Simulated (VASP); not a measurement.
# Na: single point with LDA

Na:

```
Na
1.0
     0.00000   -3.62051    0.00000
    -3.62051    0.00000    0.00000
     0.00000    0.00000   -5.08416
Na
2
Direct
  0.50000 0.66379 0.51992
  0.00000 0.83621 0.98008
```

This cell differs from its parent crystal: atoms displaced along a vibrational mode.

| Property | Result |
| --- | --- |
| Program | VASP 6.6.1 |
| Task | single point |
| Functional | LDA |
| Potentials or basis | VASP PAW LDA potentials, release 64 (Na_pv) |
| Cutoff | 520 eV |
| k mesh | 12 × 12 × 10 |
| Occupations | gaussian, width 0.15 eV |
| Spin | no spin polarisation |
| Dipole correction | no |
| Further INCAR settings | ALGO = Fast; EDIFF = 1e-06; NBANDS = 14 |

```
Pressure               : 0.8 GPa
Largest force          : 0.380 eV/Å
Band gap on the k mesh : zero (bands 7 and 8 overlap by 4.81 eV)
```

Forces in eV/Å, atoms in the order of the input:
```
Na   0.240  0.000  0.295
Na  -0.240  0.000 -0.295
```

Stress tensor (GPa, compression positive):
```
-1.35  0.00  0.39
 0.00  1.33  0.00
 0.39  0.00  2.35
```

Levels at points of the mesh, in eV from the Fermi level:
```
           k point  band 4  band 5  band 6  band 7  band 8  band 9  band 10  band 11
(0.00, 0.00, 0.00)  -25.00  -25.00  -24.99   -3.52    1.92    2.51     6.92     7.33
(0.50, 0.00, 0.00)  -25.03  -25.00  -25.00   -0.63   -0.63    4.44     4.44     5.47
(0.00, 0.50, 0.00)  -25.02  -25.00  -24.99   -0.75   -0.50    4.28     4.69     5.30
(0.50, 0.50, 0.00)  -25.03  -25.02  -25.02    1.96    1.96    2.28     2.28     6.57
(0.00, 0.00, 0.50)  -25.01  -25.00  -25.00   -2.14   -1.91    7.74     7.85     8.29
(0.50, 0.00, 0.50)  -25.00  -25.00  -25.00    0.53    0.53    1.09     1.09    10.14
(0.00, 0.50, 0.50)  -25.02  -25.02  -25.01    0.62    0.65    0.88     1.03    10.02
(0.50, 0.50, 0.50)  -25.03  -25.00  -25.00    2.90    2.90    3.31     3.31     3.58
```

Wall time 3.3 min on 1 thread of Intel(R) Xeon(R) Platinum 8488C (Sapphire Rapids), with other jobs on the host, peak memory 0.37 GiB.

Caveat: the cell differs from its parent crystal (atoms displaced along a vibrational mode).
